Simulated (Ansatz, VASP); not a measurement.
## Two plane-wave programs on TaNbO

```
CELL_PARAMETERS angstrom
-2.61585 2.61585 1.94641
2.61585 -2.61585 1.94641
2.61585 2.61585 -1.94641
ATOMIC_POSITIONS crystal
Ta 0.25000 0.75000 0.50000
Nb 0.50000 0.50000 0.00000
O 0.75000 0.25000 0.50000
```

Alike in both runs: task single point; functional PBE; k mesh 6 × 6 × 6; occupations gaussian, width 0.1 eV; collinear spin.

```csv
,VASP,Ansatz
version,VASP 6.6.1,Ansatz 0.2.0
potentials or method,"VASP PAW PBE potentials, release 64 (Ta_pv, Nb_sv, O), cutoff 520 eV","scalar-relativistic, plane waves, PAW"
valence electrons in the cell,30,32
```

|  | VASP | Ansatz | Ansatz less VASP |
| --- | --- | --- | --- |
| gap on the k mesh at the Fermi level (eV) | none | none | - |
| pressure (GPa) | 0.2 | 0.0 | -0.17 |
| traceless stress, the component that is largest in VASP (GPa) | 0.52 | -0.08 | -0.600 |
| net moment per atom (μB) | 0.00 | 0.00 | 0.000 |

A gap of «none» marks a metal or a gap that the smearing closes. VASP's potentials hold 30 valence electrons a cell and Ansatz's 32, so a difference there can come from the potentials and not from the codes. Ansatz's warnings: seeded moment not kept.

Spin-orbit coupling is off throughout.
